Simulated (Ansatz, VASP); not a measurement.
**One calculation of AgI, two programs**

POSCAR

```
AgI
1.0
    0.0000000000      3.2365000000      3.2365000000
    3.2365000000      0.0000000000      3.2365000000
    3.2365000000      3.2365000000      0.0000000000
Ag I
1 1
Direct
    0.0000000000      0.0000000000      0.0000000000
    0.7500000000      0.7500000000      0.7500000000
```

File INCAR.step1:

```
  PREC = Accurate
  ENCUT = 550
  ISMEAR = 0
  SIGMA = 0.01
  LREAL = F
  LASPH = T
  NELM = 120
  NBANDS = 16
  GGA = PE
  ALGO = Normal
  EDIFF = 1E-5
  LWAVE = T
  LCHARG = F
  GGA_COMPAT = F
```

INCAR.step2

```
  PREC = Accurate
  ENCUT = 550
  EDIFF = 1E-6
  ISMEAR = 0
  SIGMA = 0.01
  LREAL = F
  LASPH = T
  NELM = 120
  ALGO = Normal
  ISIF = 2
  LWAVE = F
  LCHARG = F
  METAGGA = R2SCAN
  LMIXTAU = T
  NBANDS = 16
  ISTART = 1
  GGA_COMPAT = F
```

KPOINTS

```
Automatic mesh
0
Gamma
  3 3 3
```

Input for Ansatz:

```yaml
crystal:
  lattice:
    bravais: fcc
    a: 6.473
  space_group: 216
  atoms:
    - { symbol: Ag, position: [0.0, 0.0, 0.0] }
    - { symbol: I, position: [0.25, 0.25, 0.75] }
  reduce_to_primitive: true
basis:
  ecutwfc: 630.0
kpoints:
  mp_grid:
    grid: [3, 3, 3]
hamiltonian:
  xc: r2scan
scf:
  max_iter: 80
  n_extra_bands: 8
  occupations:
    method: fixed
output:
  eigenvalues: true
```

Alike in both runs: task single point; functional r2SCAN; k mesh 3 × 3 × 3; no spin polarisation.

|  | VASP | Ansatz |
| --- | --- | --- |
| version | VASP 6.6.1 | Ansatz 0.2.0 |
| potentials or method | VASP PAW PBE potentials, release 64 (Ag, I), cutoff 550 eV | plane waves, PAW |
| occupations | gaussian, width 0.01 eV | fixed |
| valence electrons in the cell | 18 | 36 |

```csv
,VASP,Ansatz,Ansatz less VASP
gap on the k mesh at the Fermi level (eV),1.78,1.81,+0.032
```

VASP's potentials were made for PBE, not for r2SCAN. VASP's potentials hold 18 valence electrons a cell and Ansatz's 36, so a difference there can come from the potentials and not from the codes.

The k mesh is coarse, so the values compare programs but aren't converged. Spin-orbit coupling is off throughout.
